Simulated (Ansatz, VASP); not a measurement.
# Two plane-wave programs on ZrSi4Pd

Contents of INCAR:

```
SYSTEM = ZrSi4Pd
ALGO = Normal ; EDIFF = 1E-7
EDIFFG = -0.04 ; ENCUT = 600
GGA = PE ; IBRION = 2
ISIF = 3 ; ISMEAR = 0
LASPH = .TRUE. ; LCHARG = .FALSE.
LREAL = .FALSE. ; LWAVE = .FALSE.
NELM = 100 ; NSW = 90
PREC = Accurate ; SIGMA = 0.1
```

File KPOINTS:

```
k-points
0
G
  4 4 4
  0 0 0
```

The input POSCAR:

```
ZrSi4Pd
1.0
    0.0000000000      3.5585925300      3.5585925300
    3.5585925300      0.0000000000      3.5585925300
    3.5585925300      3.5585925300      0.0000000000
Zr Si Pd
1 4 1
Direct
    0.7500000000      0.7500000000      0.7500000000
    0.3767358400      0.3767358400      0.3767358400
    0.3767358400      0.3767358400      0.8697924800
    0.3767358400      0.8697924800      0.3767358400
    0.8697924800      0.3767358400      0.3767358400
    0.0000000000      0.0000000000      0.0000000000
```

Input for Ansatz:

```yaml
crystal:
  lattice:
    - [0.0, 3.55859253, 3.55859253]
    - [3.55859253, 0.0, 3.55859253]
    - [3.55859253, 3.55859253, 0.0]
  atoms:
    - { symbol: Zr, position: [0.75, 0.75, 0.75] }
    - { symbol: Si, position: [0.37673584, 0.37673584, 0.37673584] }
    - { symbol: Si, position: [0.37673584, 0.37673584, 0.86979248] }
    - { symbol: Si, position: [0.37673584, 0.86979248, 0.37673584] }
    - { symbol: Si, position: [0.86979248, 0.37673584, 0.37673584] }
    - { symbol: Pd, position: [0.0, 0.0, 0.0] }
basis:
  ecutwfc: 420
kpoints:
  mp_grid: { grid: [4, 4, 4] }
hamiltonian:
  xc: pbe
scf:
  occupations: { method: gaussian, width: 0.1 }
  lower_state_search: "off"
output:
  forces: true
  stress: true
  eigenvalues: true
relax:
  adjacent_minimum: "off"
  f_tol: 0.04
  max_steps: 70
  cell: { stress_tol: 0.4 }
```

Alike in both runs: task relaxation of cell and atoms; functional PBE; k mesh 4 × 4 × 4; occupations gaussian, width 0.1 eV; no spin polarisation.

```csv
,VASP,Ansatz
version,VASP 6.6.1,Ansatz 0.2.0
potentials or method,"VASP PAW PBE potentials, release 64 (Zr_sv, Si, Pd), cutoff 600 eV","scalar-relativistic, plane waves, PAW"
valence electrons in the cell,38,46
```

Ansatz gave:

| Item | Value |
| --- | --- |
| gap on the k mesh at the Fermi level, each at its own relaxed structure (eV) | none |
| relaxed volume (Å³/atom) | 15.03 |
| relaxed cell length with the largest relative difference (Å) | 5.034 |

**Question.** What did VASP give for the same quantities?

**Answer.** gap on the k mesh at the Fermi level, each at its own relaxed structure (eV): none; relaxed volume (Å³/atom): 15.01; relaxed cell length with the largest relative difference (Å): 5.031.

A gap of «none» marks a metal or a gap that the smearing closes. VASP's potentials hold 38 valence electrons a cell and Ansatz's 46, so a difference there can come from the potentials and not from the codes.

The k mesh is coarse, so the values compare programs but aren't converged.
